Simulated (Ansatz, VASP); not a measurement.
## GaN in VASP and in Ansatz

POSCAR

```
GaN
1.0
    2.2566868419      2.2566868419      0.0000000000
   -2.2566868419      2.2566868419      0.0000000000
    0.0000000000      2.2566868419      2.2566868419
Ga N
1 1
Direct
    0.0000000000      0.0000000000      0.0000000000
    0.2500000000      0.7500000000      0.5000000000
```

Contents of INCAR.step1:

```
SYSTEM = GaN
ALGO = Normal
EDIFF = 1E-4
ENCUT = 520
GGA = PE
ISMEAR = 0
LASPH = .True.
LCHARG = .False.
LREAL = .False.
LWAVE = .True.
NBANDS = 16
NELM = 60
PREC = Accurate
SIGMA = 0.01
```

File INCAR.step2:

```
SYSTEM = GaN
ALGO = Normal
EDIFF = 1E-7
ENCUT = 520
ISIF = 2
ISMEAR = 0
ISTART = 1
LASPH = .True.
LCHARG = .False.
LMIXTAU = .True.
LREAL = .False.
LWAVE = .False.
METAGGA = R2SCAN
NBANDS = 16
NELM = 60
PREC = Accurate
SIGMA = 0.01
```

KPOINTS

```
k-points
0
Gamma
  10 10 10
  0 0 0
```

Input for Ansatz:

```yaml
crystal:
  lattice:
    - [2.25668684194, 2.25668684194, 0.0]
    - [-2.25668684194, 2.25668684194, 0.0]
    - [0.0, 2.25668684194, 2.25668684194]
  atoms:
    - { symbol: Ga, position: [0.0, 0.0, 0.0] }
    - { symbol: "N", position: [0.25, 0.75, 0.5] }
kpoints:
  mp_grid: { grid: [10, 10, 10] }
scf:
  occupations: { method: fixed }
  convergence: { dr2_threshold: 1.0e-10 }
hamiltonian:
  xc: r2scan
  pseudopotentials: { kind: paw }
output:
  forces: true
  stress: true
  eigenstates:
    kpoints:
      - [0.0, 0.0, 0.0]
      - [-0.5, -0.5, -0.5]
      - [-0.5, 0.5, 0.0]
      - [0.0, 0.0, -0.5]
      - [0.0, -0.5, -0.5]
      - [0.0, 0.5, 0.0]
      - [-0.5, 0.0, 0.0]
      - [-0.5, 0.0, -0.5]
  eigenvalues: true
```

Alike in both runs: task single point; functional r2SCAN; k mesh 10 × 10 × 10; no spin polarisation.

|  | VASP | Ansatz |
| --- | --- | --- |
| version | VASP 6.6.1 | Ansatz 0.2.0 |
| potentials or method | VASP PAW PBE potentials, release 64 (Ga_d, N) | PAW with Ansatz's default frozen-core files, scalar-relativistic |
| plane-wave cutoff (eV) | 520 | 500 |
| occupations | gaussian, width 0.01 eV | fixed |
| valence electrons in the cell | 18 | 18 |

|  | VASP | Ansatz | Ansatz less VASP |
| --- | --- | --- | --- |
| gap on the k mesh at the Fermi level (eV) | 2.09 | 2.10 | +0.008 |
| pressure (GPa) | -0.9 | -2.0 | -1.07 |

VASP's potentials were made for PBE, not for r2SCAN.
